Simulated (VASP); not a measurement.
Crystal: BiP (zincblende type).

```
Bi P
1.0
     0.00000    3.25191    3.25191
     3.25191    0.00000    3.25191
     3.25191    3.25191    0.00000
Bi P
1 1
Direct
  0.00000 0.00000 0.00000
  0.25000 0.25000 0.25000
```

Base run:

- Program: VASP 6.6.1
- Functional: PBE
- Potentials or basis: VASP PAW PBE potentials, release 64 (Bi_d, P)
- Cutoff: 520 eV
- k mesh: 13 × 13 × 13
- Occupations: fermi-dirac, width 0.05 eV
- Spin: no spin polarisation

Its results: band gap on the k mesh zero (band 10 reaches 4.48 eV, above the bottom of band 11 at 3.85 eV); pressure -0.1 GPa.

Q: The run is repeated on the same cell with these changes: k mesh from 13 × 13 × 13 to 3 × 3 × 3. What comes out?

A: Band gap on the k mesh 0.40 eV, direct; pressure -1.6 GPa.

Caveats: some runs use coarse meshes; spin-orbit coupling is left out, which moves the levels of the heavy elements.

A k mesh can miss the band edges.
